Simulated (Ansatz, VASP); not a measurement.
**One calculation of WS2, two programs**

```
W S
1.0
     3.15720   -5.46844    0.00000
     6.31441    0.00000    0.00000
     3.15720   -1.82281    6.03931
W S
4 8
Direct
  0.50066 0.00066 0.99803
  0.00066 0.00066 0.99803
  0.50066 0.50066 0.99803
  0.00066 0.50066 0.99803
  0.75986 0.23493 0.24536
  0.24722 0.24722 0.25833
  0.74722 0.74722 0.25833
  0.24722 0.74722 0.25833
  0.92082 0.42082 0.73753
  0.42082 0.42082 0.73753
  0.92082 0.92082 0.73753
  0.42082 0.92082 0.73753
```

Alike in both runs: task single point; functional PBE; dispersion D3(BJ); k mesh 6 × 6 × 6; occupations gaussian, width 0.05 eV; no spin polarisation.

|  | VASP | Ansatz |
| --- | --- | --- |
| version | VASP 6.6.1 | Ansatz 0.2.0 |
| potentials or method | VASP PAW PBE potentials, release 64 (W_sv, S), cutoff 520 eV | scalar-relativistic, plane waves, PAW |
| valence electrons in the cell | 104 | 104 |

|  | VASP | Ansatz | Ansatz less VASP |
| --- | --- | --- | --- |
| gap on the k mesh at the Fermi level (eV) | 0.92 | 0.90 | -0.018 |
| least direct gap on the mesh (eV) | 1.68 | 1.68 | 0.000 |
| pressure (GPa) | 1.2 | 1.3 | +0.04 |
| traceless stress, the component that is largest in VASP (GPa) | 1.15 | 1.15 | +0.002 |
| rms of the force components (eV/Å) | 0.434 | 0.434 | +0.0006 |

Atom by atom the forces differ by 0.002 eV/Å (rms over components).

Spin-orbit coupling is off throughout.
